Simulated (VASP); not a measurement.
A run of VASP 6.6.1:

POSCAR

```
Cu
1.0
   -1.3706536540      1.3706536540      1.4448855225
    1.3706536540     -1.3706536540      1.4448855225
    1.3706536540      1.3706536540     -1.4448855225
Cu
1
Direct
    0.0000000000      0.0000000000      0.0000000000
```

The input INCAR.step1:

```
SYSTEM = Cu
PREC = Accurate
ENCUT = 520
ISMEAR = 0
SIGMA = 0.15
LREAL = .False.
LASPH = .True.
NELM = 80
NBANDS = 12
GGA = PE
ALGO = Normal
EDIFF = 1E-4
LWAVE = .True.
LCHARG = .False.
```

File INCAR.step2:

```
SYSTEM = Cu
PREC = Accurate
ENCUT = 520
EDIFF = 1E-7
ISMEAR = 0
SIGMA = 0.15
LREAL = .False.
LASPH = .True.
NELM = 80
ALGO = Normal
ISIF = 2
LWAVE = .False.
LCHARG = .False.
METAGGA = R2SCAN
LMIXTAU = .True.
NBANDS = 12
ISTART = 1
```

KPOINTS

```
Automatic mesh
0
Gamma
  24 24 24
  0 0 0
```

Potentials or basis: VASP PAW PBE potentials, release 64 (Cu).

Launch:

```console
$ cat potpaw_PBE.64/Cu/POTCAR > POTCAR
$ cp INCAR.step1 INCAR
$ mpirun -np 1 vasp_std > vasp.out
$ cp INCAR.step2 INCAR
$ mpirun -np 1 vasp_std > vasp.out
```

Hardware: 1 thread of AMD EPYC 9R45 (Zen 5), on a shared host.

Problem. How long does it take, and how much memory?

Solution. It took 4 min on 1 thread of AMD EPYC 9R45 (Zen 5) (shared host), peak memory 0.2 GiB. Counts: k points 1063.
